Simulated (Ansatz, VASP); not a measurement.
# Two plane-wave programs on W

INCAR

```
  PREC = Accurate
  ENCUT = 520
  EDIFF = 1E-6
  ISMEAR = 0
  SIGMA = 0.15
  LREAL = F
  LASPH = T
  NELM = 80
  ALGO = Fast
  ISIF = 2
  LWAVE = F
  LCHARG = F
  NBANDS = 13
```

The input KPOINTS:

```
regular mesh
0
Gamma
  22 22 22
```

File POSCAR:

```
W
1.0
    0.0000000000      2.0667370796      1.8646101932
    2.0667370796      0.0000000000      1.8646101932
    2.0667370796      2.0667370796      0.0000000000
W
1
Direct
    0.0000000000      0.0000000000      0.0000000000
```

Input for Ansatz:

```yaml
crystal:
  lattice:
    - [0.0, 2.0667370796, 1.8646101932]
    - [2.0667370796, 0.0, 1.8646101932]
    - [2.0667370796, 2.0667370796, 0.0]
  atoms:
    - { symbol: W, position: [0.0, 0.0, 0.0] }
basis:
  ecutwfc: 420
kpoints:
  mp_grid: { grid: [22, 22, 22] }
hamiltonian:
  xc: lda
  pseudopotentials: { kind: paw, azcp: { folder: soft_1 } }
scf:
  occupations: { method: gaussian, width: 0.15 }
output:
  forces: true
  stress: true
  eigenvalues: true
```

Alike in both runs: task single point; functional LDA; k mesh 22 × 22 × 22; occupations gaussian, width 0.15 eV; no spin polarisation.

|  | VASP | Ansatz |
| --- | --- | --- |
| version | VASP 6.6.1 | Ansatz 0.2.0 |
| potentials or method | VASP PAW LDA potentials, release 64 (W_sv), cutoff 520 eV | scalar-relativistic, plane waves, PAW |
| valence electrons in the cell | 14 | 14 |

|  | VASP | Ansatz | Ansatz less VASP |
| --- | --- | --- | --- |
| gap on the k mesh at the Fermi level (eV) | none | none | - |
| pressure (GPa) | -3.5 | -5.2 | -1.65 |
| traceless stress, the component that is largest in VASP (GPa) | -17.34 | -17.31 | +0.025 |

Ansatz warns that its potentials were made for another functional, while VASP's fit it. LDA's correlation is that of Perdew and Zunger in VASP and of Perdew and Wang (1992) in Ansatz. A gap of «none» marks a metal or a gap that the smearing closes.

Neither program's run includes spin-orbit coupling.
